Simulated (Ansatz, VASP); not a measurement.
**WC in VASP and in Ansatz**

The input POSCAR:

```
WC
1.0
    2.9120947902      0.0000000000      0.0000000000
   -1.4560473951      2.5219480665      0.0000000000
    0.0000000000      0.0000000000      2.8361999549
W C
1 1
Direct
    0.0000000000      0.0000000000      0.0000000000
    0.6666666667      0.3333333333      0.5000000000
```

Contents of INCAR.step1:

```
SYSTEM = WC
PREC     = Accurate       ! precision mode
ENCUT    = 520            ! plane-wave cutoff, eV
ISMEAR   = 0              ! smearing method
SIGMA    = 0.15           ! smearing width, eV
LREAL    = .False.        ! projectors in reciprocal space
LASPH    = .True.         ! aspherical terms in the spheres
NELM     = 60             ! most SCF steps
NBANDS   = 16             ! bands
GGA      = PE             ! functional
ALGO     = Normal         ! electronic algorithm
EDIFF    = 1E-4           ! SCF threshold, eV
LWAVE    = .True.         ! write WAVECAR
LCHARG   = .False.        ! write CHGCAR
```

File INCAR.step2:

```
SYSTEM = WC
PREC     = Accurate       ! precision mode
ENCUT    = 520            ! plane-wave cutoff, eV
EDIFF    = 1E-6           ! SCF threshold, eV
ISMEAR   = 0              ! smearing method
SIGMA    = 0.15           ! smearing width, eV
LREAL    = .False.        ! projectors in reciprocal space
LASPH    = .True.         ! aspherical terms in the spheres
NELM     = 60             ! most SCF steps
ALGO     = Normal         ! electronic algorithm
ISIF     = 2              ! what is computed and relaxed
LWAVE    = .False.        ! write WAVECAR
LCHARG   = .False.        ! write CHGCAR
METAGGA  = R2SCAN         ! meta-GGA
LMIXTAU  = .True.       
NBANDS   = 16             ! bands
ISTART   = 1
```

Contents of KPOINTS:

```
Automatic mesh
0
Gamma
  24 24 24
  0 0 0
```

Input for Ansatz:

```yaml
crystal:
  lattice:
    - [2.9120947902, 0.0, 0.0]
    - [-1.4560473951, 2.5219480665, 0.0]
    - [0.0, 0.0, 2.8361999549]
  atoms:
    - { symbol: W, position: [0.0, 0.0, 0.0] }
    - { symbol: C, position: [0.6666666667, 0.3333333333, 0.5] }
basis:
  ecutwfc: 500
kpoints:
  mp_grid: { grid: [24, 24, 24] }
hamiltonian:
  xc: r2scan
scf:
  occupations: { method: gaussian, width: 0.15 }
output:
  forces: true
  stress: true
  eigenvalues: true
  write_density: true
  write_potential: true
  elf: true
  volumetric_format: npy
```

Alike in both runs: task single point; functional r2SCAN; k mesh 24 × 24 × 24; occupations gaussian, width 0.15 eV; no spin polarisation.

```csv
,VASP,Ansatz
version,VASP 6.6.1,Ansatz 0.2.0
potentials or method,"VASP PAW PBE potentials, release 64 (W_sv, C), cutoff 520 eV","scalar-relativistic, plane waves, PAW"
valence electrons in the cell,18,18
```

Ansatz gave:

| Quantity | Value |
| --- | --- |
| gap on the k mesh at the Fermi level (eV) | none |
| pressure (GPa) | 0.0 |
| traceless stress, the component that is largest in VASP (GPa) | -0.18 |

Question: Estimate VASP's values.

Answer: gap on the k mesh at the Fermi level (eV): none; pressure (GPa): 1.9; traceless stress, the component that is largest in VASP (GPa): 0.02.

VASP's potentials were made for PBE, not for r2SCAN. A gap of «none» marks a metal or a gap that the smearing closes.

Neither program's run includes spin-orbit coupling.
